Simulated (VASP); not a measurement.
# TiSi16 (a cell with a defect) in VASP: notebook

The runs below take TiSi16 (a cell with a defect) through single point, with PBE+D3(BJ).

Program: VASP 6.6.1. These are calculated values, not measurements. Logs are shortened: lines on timing, memory, paths and dates and some standing lists are left out, and cuts for length are marked.

## 1. The cell of the first run

The cell holds a defect, 17 atoms: a = 7.679 Å, b = 7.679 Å, c = 7.679 Å, α = 60.00°, β = 60.00°, γ = 60.00°.

## 2. Single point, PBE+D3(BJ)

File INCAR:

```
SYSTEM = TiSi16
  PREC = Accurate
  ENCUT = 520
  EDIFF = 1E-7
  ISMEAR = -1
  SIGMA = 0.02
  LREAL = Auto
  LASPH = .TRUE.
  NELM = 80
  ALGO = Normal
  ISIF = 2
  LWAVE = .FALSE.
  LCHARG = .FALSE.
  GGA = PE
  IVDW = 12
  NBANDS = 52
```

File KPOINTS:

```
Automatic mesh
0
G
  2 2 2
  0 0 0
```

File POSCAR:

```
TiSi16
1.0
    0.0000000000      5.4300000000      5.4300000000
    5.4300000000      0.0000000000      5.4300000000
    5.4300000000      5.4300000000      0.0000000000
Si Ti
16 1
Direct
   -0.0002753223      0.0000845304      0.0000591160
    0.1212453959      0.1206717311      0.1206466851
   -0.0024372007     -0.0037125230      0.5030471455
    0.1212896869      0.1206436464      0.6373629834
   -0.0024383978      0.5030735727     -0.0037453959
    0.1212760589      0.6373880295      0.1206254144
   -0.0024342541      0.5030434622      0.5030248619
    0.1305201657      0.6231459484      0.6231148250
    0.5034882136     -0.0034928177     -0.0035244936
    0.6372537753      0.1209139963      0.1209090239
    0.5034999079     -0.0035297422      0.5034848066
    0.6242874770      0.1290399632      0.6233007366
    0.5034957643      0.5034996317     -0.0035510129
    0.6242855433      0.6233297422      0.1290058011
    0.5011090239      0.4996145488      0.4995812155
    0.6242919890      0.6233039595      0.6232822284
    0.2502581031      1.2499035912      0.2498754144
```

Potentials or basis: VASP PAW PBE potentials, release 64 (Si, Ti_sv).

The run is started by

```sh
$ cat potpaw_PBE.64/Si/POTCAR potpaw_PBE.64/Ti_sv/POTCAR > POTCAR
$ mpirun -np 1 vasp_std > vasp.out
```

OUTCAR:

```text
SYSTEM = TiSi16
   PREC = Accurate
   ENCUT = 520
   EDIFF = 1E-7
   ISMEAR = -1
   LREAL = Auto
   LASPH = .TRUE.
   NELM = 80
   ISIF = 2
   GGA = PE
   IVDW = 12
 IVDW          = 12

 ion  position               nearest neighbor table
   1  1.000  0.000  0.000-  10 2.27   2 2.27   4 2.27   6 2.27
   2  0.121  0.121  0.121-   1 2.27   9 2.40   3 2.40   5 2.40  17 2.43
   3  0.998  0.996  0.503-   8 2.34  12 2.34   4 2.40   2 2.40  17 2.75
   4  0.121  0.121  0.637-   1 2.27  11 2.40   3 2.40   7 2.40  17 2.43
   5  0.998  0.503  0.996-   8 2.34  14 2.34   6 2.40   2 2.40  17 2.75
   6  0.121  0.637  0.121-   1 2.27  13 2.40   5 2.40   7 2.40  17 2.43
   7  0.998  0.503  0.503-   8 2.34  16 2.34   6 2.40   4 2.40  17 2.75
   8  0.131  0.623  0.623-  15 2.32   5 2.34   3 2.34   7 2.34
   9  0.503  0.997  0.996-  12 2.34  14 2.34   2 2.40  10 2.40  17 2.75
  10  0.637  0.121  0.121-   1 2.27  11 2.40  13 2.40   9 2.40  17 2.43
  11  0.503  0.996  0.503-  16 2.34  12 2.34   4 2.40  10 2.40  17 2.75
  12  0.624  0.129  0.623-  15 2.32  11 2.34   9 2.34   3 2.34
  13  0.503  0.503  0.996-  16 2.34  14 2.34   6 2.40  10 2.40  17 2.75
  14  0.624  0.623  0.129-  15 2.32  13 2.34   9 2.34   5 2.34
  15  0.501  0.500  0.500-  16 2.32  12 2.32  14 2.32   8 2.32
  16  0.624  0.623  0.623-  15 2.32  11 2.34  13 2.34   7 2.34
  17  0.250  0.250  0.250-  10 2.43   2 2.43   6 2.43   4 2.43   7 2.75   3 2.75   5 2.75   9 2.75
                            13 2.75  11 2.75

  LATTYP: Found a face centered cubic cell.
 ALAT       =    10.8600000000

  Lattice vectors:

 A1 = (   0.0000000000,   5.4300000000,   5.4300000000)
 A2 = (   5.4300000000,   0.0000000000,   5.4300000000)
 A3 = (   5.4300000000,   5.4300000000,   0.0000000000)

Analysis of symmetry for initial positions (statically):
=====================================================================
 Subroutine PRICEL returns:
 Original cell was already a primitive cell.

 Routine SETGRP: Setting up the symmetry group for a
 face centered cubic supercell.

 Subroutine GETGRP returns: Found  1 space group operations
 (whereof  1 operations were pure point group operations)
 out of a pool of 48 trial point group operations.

The static configuration has the point symmetry C_1 .

Analysis of symmetry for dynamics (positions and initial velocities):
=====================================================================
 Subroutine PRICEL returns:
 Original cell was already a primitive cell.

 Routine SETGRP: Setting up the symmetry group for a
 face centered cubic supercell.

 Subroutine GETGRP returns: Found  1 space group operations
 (whereof  1 operations were pure point group operations)
 out of a pool of 48 trial point group operations.

The dynamic configuration has the point symmetry C_1 .

 Subroutine INISYM returns: Found  1 space group operations
 (whereof  1 operations are pure point group operations),
 and found     1 'primitive' translations

----------------------------------------------------------------------------------------

                                     Primitive cell

  volume of cell :     320.2060

  direct lattice vectors                    reciprocal lattice vectors
     0.000000000  5.430000000  5.430000000    -0.092081031  0.092081031  0.092081031
     5.430000000  0.000000000  5.430000000     0.092081031 -0.092081031  0.092081031
     5.430000000  5.430000000  0.000000000     0.092081031  0.092081031 -0.092081031

  length of vectors
     7.679179644  7.679179644  7.679179644     0.159489025  0.159489025  0.159489025

  position of ions in fractional coordinates (direct lattice)
     0.999724678  0.000084530  0.000059116
     0.121245396  0.120671731  0.120646685
     0.997562799  0.996287477  0.503047145
     0.121289687  0.120643646  0.637362983
     0.997561602  0.503073573  0.996254604
     0.121276059  0.637388030  0.120625414
[... 9 lines left out ...]
     0.624291989  0.623303959  0.623282228
     0.250258103  0.249903591  0.249875414

  ion indices of the primitive-cell ions
   primitive index   ion index
                 1           1
                 2           2
                 3           3
                 4           4
                 5           5
                 6           6
[... 9 lines left out ...]
                16          16
                17          17

----------------------------------------------------------------------------------------

 KPOINTS: Automatic mesh

Automatic generation of k-mesh.
 Grid dimensions read from file:
 generate k-points for:    2    2    2

 Generating k-lattice:

  Cartesian coordinates                     Fractional coordinates (reciprocal lattice)
    -0.046040516  0.046040516  0.046040516     0.500000000  0.000000000  0.000000000
     0.046040516 -0.046040516  0.046040516     0.000000000  0.500000000  0.000000000
     0.046040516  0.046040516 -0.046040516     0.000000000  0.000000000  0.500000000

  Length of vectors
     0.079744512  0.079744512  0.079744512

  Shift w.r.t. Gamma in fractional coordinates (k-lattice)
     0.000000000  0.000000000  0.000000000

 Subroutine IBZKPT returns following result:
 ===========================================

 Found      8 irreducible k-points:

 Following reciprocal coordinates:
            Coordinates               Weight
  0.000000  0.000000  0.000000      1.000000
  0.500000  0.000000  0.000000      1.000000
  0.000000  0.500000  0.000000      1.000000
  0.000000  0.000000  0.500000      1.000000
  0.500000  0.500000  0.500000      1.000000
  0.500000  0.500000  0.000000      1.000000
  0.000000  0.500000  0.500000      1.000000
  0.500000  0.000000  0.500000      1.000000
   k-points           NKPTS =      8   k-points in BZ     NKDIM =      8   number of bands    NBANDS=     52
   number of dos      NEDOS =    301   number of ions     NIONS =     17
   total plane-waves  NPLWV = 216000
   dimension x,y,z NGX =    60 NGY =   60 NGZ =   60
   dimension x,y,z NGXF=   120 NGYF=  120 NGZF=  120
   ions per type =              16   1
   NGX,Y,Z   is equivalent  to a cutoff of  12.99, 12.99, 12.99 a.u.
   NGXF,Y,Z  is equivalent  to a cutoff of  25.98, 25.98, 25.98 a.u.
 SYSTEM =  TiSi16
   PREC   = accura    normal or accurate (medium, high low for compatibility)
   ISTART =      0    job   : 0-new  1-cont  2-samecut
   ICHARG =      2    charge: 1-file 2-atom 10-const
   ISPIN  =      1    spin polarized calculation?
   LNONCOLLINEAR =      F non collinear calculations
   LSORBIT =      F    spin-orbit coupling
   LASPH  =      T    aspherical Exc in radial PAW
   ENCUT  =  520.0 eV  38.22 Ry    6.18 a.u.  14.28 14.28 14.28*2*pi/ulx,y,z
   NELM   =     80;   NELMIN=  2; NELMDL= -5     # of ELM steps
   EDIFF  = 0.1E-06   stopping-criterion for ELM
   LREAL  =      T    real-space projection
   EDIFFG = 0.1E-05   stopping-criterion for IOM
   NSW    =      0    number of steps for IOM
   IBRION =     -1    ionic relax: 0-MD 1-quasi-New 2-CG
   NFREE  =      0    steps in history (QN), initial steepest desc. (CG)
   ISIF   =      2    stress and relaxation
   ISYM   =      2    0-nonsym 1-usesym 2-fastsym
   POTIM  = 0.5000    time-step for ionic-motion
   TEBEG  =    0.0;   TEEND  =   0.0 temperature during run
   PSTRESS=    0.0 pullay stress
   NELECT =      76.0000    total number of electrons
   NUPDOWN=      -1.0000    fix difference up-down
   EMIN   =  10.00;   EMAX   =-10.00  energy-range for DOS
   EFERMI =   0.00;   METHOD = LEGACY
   ISMEAR =    -1;   SIGMA  =   0.02  broadening in eV -4-tet -1-fermi 0-gaus
   EFERMI_NEDOS =   21; number of points for ismear=-14 and -15
   IALGO  =     38    algorithm
   IMIX   =      4    mixing-type and parameters
     AMIX     =   0.40;   BMIX     =  1.00
     AMIX_MAG =   1.60;   BMIX_MAG =  1.00
  volume/ion in A,a.u.               =      18.84       127.11
  Fermi-wavevector in a.u.,A,eV,Ry     =   1.013607  1.915439 13.978610  1.027399
  Thomas-Fermi vector in A             =   2.146786
   LORBIT       =      0    0 simple, 1 ext, 2 COOP (PROOUT), +10 PAW based schemes
   GGA     = PE    functional components
   LHFCALC =     F    Hartree Fock is set to
   AEXX    =    0.0000 exact exchange contribution
   IVDW    =    12    specifies the selected vdW correction
   LEPSILON=     F    determine dielectric tensor
   LRPA    =     F    only Hartree local field effects (RPA)
 non-spin polarized calculation
  energy-cutoff  :      520.00
  volume of cell :      320.21
 maximum number of plane-waves:      8646
 NGX is ok and might be reduce to    60
   NGX = 29   NGY = 29   NGZ = 29

 number of electron      75.9999998 magnetization

 Free energy of the ion-electron system (eV)
  ---------------------------------------------------
  ext. energy  EPLUGINS =         0.00000000
  ---------------------------------------------------
  free energy    TOTEN  =       -92.21360897 eV

  energy without entropy =      -92.18905492  energy(sigma->0) =      -92.20133194

 E-fermi :   6.9313     XC(G=0):  -9.7514

 val. band max:        6.8928123883   @ k =   0.0000   0.5000   0.5000
 cond. band min:       6.9598135310   @ k =   0.5000   0.5000   0.5000
 fundamental gap:      0.0670011427
 Fermi energy:         6.9312851141

 k-point     1 :       0.0000    0.0000    0.0000
  band No.  band energies     occupation
      1     -49.8788      2.00000
      2     -26.2524      2.00000
      3     -26.2522      2.00000
      4     -26.2493      2.00000
      5      -5.7208      2.00000
      6      -3.5135      2.00000
[... 42 lines left out ...]
     49       8.1739      0.00000
     50       8.4827      0.00000

 k-point     2 :       0.5000    0.0000    0.0000
  band No.  band energies     occupation
      1     -49.8788      2.00000
      2     -26.2524      2.00000
      3     -26.2522      2.00000
      4     -26.2493      2.00000
      5      -5.0135      2.00000
      6      -4.8009      2.00000
[... 42 lines left out ...]
     49       9.2766      0.00000
     50       9.8909      0.00000

 k-point     3 :       0.0000    0.5000    0.0000
  band No.  band energies     occupation
      1     -49.8788      2.00000
      2     -26.2524      2.00000
      3     -26.2522      2.00000
      4     -26.2493      2.00000
      5      -5.0129      2.00000
      6      -4.8019      2.00000
[... 42 lines left out ...]
     49       9.2761      0.00000
     50       9.8886      0.00000

 k-point     4 :       0.0000    0.0000    0.5000
  band No.  band energies     occupation
      1     -49.8788      2.00000
      2     -26.2524      2.00000
      3     -26.2522      2.00000
      4     -26.2493      2.00000
      5      -5.0129      2.00000
      6      -4.8019      2.00000
[... 42 lines left out ...]
     49       9.2761      0.00000
     50       9.8886      0.00000

 k-point     5 :       0.5000    0.5000    0.5000
  band No.  band energies     occupation
      1     -49.8788      2.00000
      2     -26.2524      2.00000
      3     -26.2522      2.00000
      4     -26.2493      2.00000
      5      -5.0130      2.00000
      6      -4.8018      2.00000
[... 42 lines left out ...]
     49       9.2761      0.00000
     50       9.8887      0.00000

 k-point     6 :       0.5000    0.5000    0.0000
  band No.  band energies     occupation
      1     -49.8788      2.00000
      2     -26.2524      2.00000
      3     -26.2522      2.00000
      4     -26.2493      2.00000
      5      -4.6918      2.00000
      6      -4.6027      2.00000
[... 42 lines left out ...]
     49       9.8754      0.00000
     50      10.5383      0.00000

 k-point     7 :       0.0000    0.5000    0.5000
  band No.  band energies     occupation
      1     -49.8788      2.00000
      2     -26.2524      2.00000
      3     -26.2522      2.00000
      4     -26.2493      2.00000
      5      -4.6917      2.00000
      6      -4.6028      2.00000
[... 42 lines left out ...]
     49       9.8754      0.00000
     50      10.5385      0.00000

 k-point     8 :       0.5000    0.0000    0.5000
  band No.  band energies     occupation
      1     -49.8788      2.00000
      2     -26.2524      2.00000
      3     -26.2522      2.00000
      4     -26.2493      2.00000
      5      -4.6919      2.00000
      6      -4.6027      2.00000
[... 42 lines left out ...]
     49       9.8754      0.00000
     50      10.5383      0.00000
 [bands above 50 left out]

------------------------ aborting loop because EDIFF is reached ----------------------------------------

 Edisp (eV)   -5.83782

 E8    (eV) :    -2.4422

  FORCE on cell =-STRESS in cart. coord.  units (eV):
  Direction    XX          YY          ZZ          XY          YZ          ZX
  --------------------------------------------------------------------------------------
  -------------------------------------------------------------------------------------
  Total       1.89390     1.88655     1.88823     0.01116    -0.01321     0.00966
  in kB       9.47626     9.43950     9.44789     0.05584    -0.06612     0.04834
  external pressure =        9.45 kB  Pullay stress =        0.00 kB

 VOLUME and BASIS-vectors are now :
 -----------------------------------------------------------------------------
  energy-cutoff  :      520.00
  volume of cell :      320.21
      direct lattice vectors                 reciprocal lattice vectors
     0.000000000  5.430000000  5.430000000    -0.092081031  0.092081031  0.092081031
     5.430000000  0.000000000  5.430000000     0.092081031 -0.092081031  0.092081031
     5.430000000  5.430000000  0.000000000     0.092081031  0.092081031 -0.092081031

 POSITION                                       TOTAL-FORCE (eV/Angst)
 -----------------------------------------------------------------------------------
      0.00078      5.42883      5.42896        -0.001510      0.001798      0.001689
      1.31036      1.31347      1.31361        -0.007493     -0.000082      0.000104
      8.14139      8.14831     10.82661         0.001223     -0.001753     -0.001659
      4.11598      4.11948      1.31370        -0.000514      0.007504     -0.000227
      8.14135     10.82642      8.14845         0.001448     -0.001380     -0.001675
      4.11601      1.31353      4.11955        -0.000460     -0.000438      0.007439
[... 9 lines left out ...]
      6.76896      6.77433      6.77445        -0.001509     -0.001133     -0.001037
      2.71380      2.71573      2.71588         0.010332     -0.006991     -0.008045
 -----------------------------------------------------------------------------------
    total drift:                                0.001897      0.000296     -0.000234

  FREE ENERGIE OF THE ION-ELECTRON SYSTEM (eV)
  ---------------------------------------------------
  free  energy   TOTEN  =       -98.0514286399 eV

  energy  without entropy=      -98.0268745862  energy(sigma->0) =      -98.03915161
```

Wall time 2.9 min (1 thread of Intel Xeon Platinum 8488C (Sapphire Rapids), shared host); peak memory 0.49 GiB.

What came out:

- Free energy: -98.0514 eV
- Pressure: 0.9 GPa
- Largest force: 0.015 eV/Å
- Band gap on the k mesh: zero (bands 38 and 39 overlap by 0.43 eV)
- Dispersion energy per atom: -0.343 eV

Forces in eV/Å, atoms in the order of the input:
```
Si  -0.002  0.002  0.002
Si  -0.007  0.000  0.000
Si   0.001 -0.002 -0.002
Si  -0.001  0.008  0.000
Si   0.001 -0.001 -0.002
Si   0.000  0.000  0.007
Si   0.002 -0.001 -0.001
Si  -0.001  0.001  0.001
Si   0.003  0.002  0.002
Si  -0.002  0.001  0.002
Si  -0.003 -0.003  0.003
Si   0.001 -0.001  0.001
Si  -0.002  0.003 -0.003
Si   0.001  0.001 -0.001
Si   0.000 -0.001 -0.001
Si  -0.002 -0.001 -0.001
Ti   0.010 -0.007 -0.008
```

Caveat: the k points lie up to 0.50 Å⁻¹ apart.

## 3. Single point, PBE+D3(BJ)

File INCAR:

```
  PREC = Accurate
  ENCUT = 520
  EDIFF = 1E-6
  ISMEAR = -1
  SIGMA = 0.02
  LREAL = Auto
  LASPH = True
  NELM = 100
  ALGO = Normal
  ISIF = 2
  LWAVE = False
  LCHARG = True
  GGA = PE
  IVDW = 12
  LELF = True
  LVHAR = True
  NBANDS = 52
```

File KPOINTS:

```
regular mesh
0
Gamma
  2 2 2
```

File POSCAR:

```
TiSi16
1.0
    0.0000000000      5.4300000000      5.4300000000
    5.4300000000      0.0000000000      5.4300000000
    5.4300000000      5.4300000000      0.0000000000
Si Ti
16 1
Direct
    0.0018817680     -0.0048889503      0.0016976059
    0.1222780847      0.1277077348      0.1220167587
   -0.0121982505      0.0037604972      0.5044273481
    0.1222046041      0.1277079190      0.6284066298
    0.0018595764      0.5010387661      0.0016787293
    0.1253969613      0.6245135359      0.1252546041
    0.0018280847      0.5010396869      0.4958411602
    0.1221046961      0.6215199816      0.6283923573
    0.5046399632      0.0038121547     -0.0124961326
    0.6285792818      0.1277116943      0.1219848066
    0.5045272560      0.0038362799      0.5043458564
    0.6253187845      0.1248839779      0.6249920810
    0.4959903315      0.5010529466      0.0016558932
    0.6285598527      0.6215694291      0.1218896869
    0.5044316759      0.4873128913      0.5042670350
    0.6285096685      0.6215461326      0.6283393186
    0.3753406998      0.8747471455      0.3750889503
```

Potentials or basis: VASP PAW PBE potentials, release 64 (Si, Ti_sv).

The run is started by

```sh
$ cat potpaw_PBE.64/Si/POTCAR potpaw_PBE.64/Ti_sv/POTCAR > POTCAR
$ mpirun -np 1 vasp_std > vasp.out
```

It took 2.7 min on 1 thread of Intel Xeon Platinum 8488C (Sapphire Rapids), shared host; peak memory 0.49 GiB.

Results (log left out):

- Free energy: -98.0520 eV
- Pressure: 0.9 GPa
- Largest force: 0.017 eV/Å
- Band gap on the k mesh: zero (bands 38 and 39 overlap by 0.43 eV)
- Dispersion energy per atom: -0.343 eV

Forces in eV/Å, atoms in the order of the input:
```
Si  -0.001 -0.001 -0.001
Si   0.000 -0.017  0.000
Si  -0.009  0.009  0.010
Si   0.016 -0.001  0.001
Si   0.000  0.000  0.000
Si   0.001 -0.003  0.000
Si   0.001  0.000 -0.001
Si   0.000 -0.001 -0.016
Si   0.009  0.009 -0.009
Si   0.001 -0.001  0.016
Si  -0.010 -0.008 -0.010
Si   0.001 -0.002 -0.001
Si   0.000  0.000  0.001
Si  -0.015 -0.001 -0.001
Si   0.010 -0.010  0.010
Si   0.000  0.015  0.000
Ti  -0.003  0.011  0.003
```

Levels at points of the mesh, in eV from the Fermi level:
```tsv
k point	band 35	band 36	band 37	band 38	band 39	band 40
(0.00, 0.00, 0.00)	-0.98	-0.98	-0.41	-0.40	-0.40	-0.10
(0.50, 0.00, 0.00)	-1.36	-1.36	-0.28	0.03	0.03	0.44
(0.00, 0.50, 0.00)	-1.36	-1.36	-0.28	0.03	0.03	0.44
(0.00, 0.00, 0.50)	-1.36	-1.36	-0.28	0.03	0.03	0.44
(0.50, 0.50, 0.50)	-1.36	-1.36	-0.28	0.03	0.03	0.44
(0.50, 0.50, 0.00)	-2.00	-1.88	-0.70	-0.04	0.57	0.57
(0.00, 0.50, 0.50)	-2.00	-1.88	-0.70	-0.04	0.57	0.57
(0.50, 0.00, 0.50)	-2.00	-1.88	-0.70	-0.04	0.57	0.57
```

Caveat: the k points lie up to 0.50 Å⁻¹ apart.
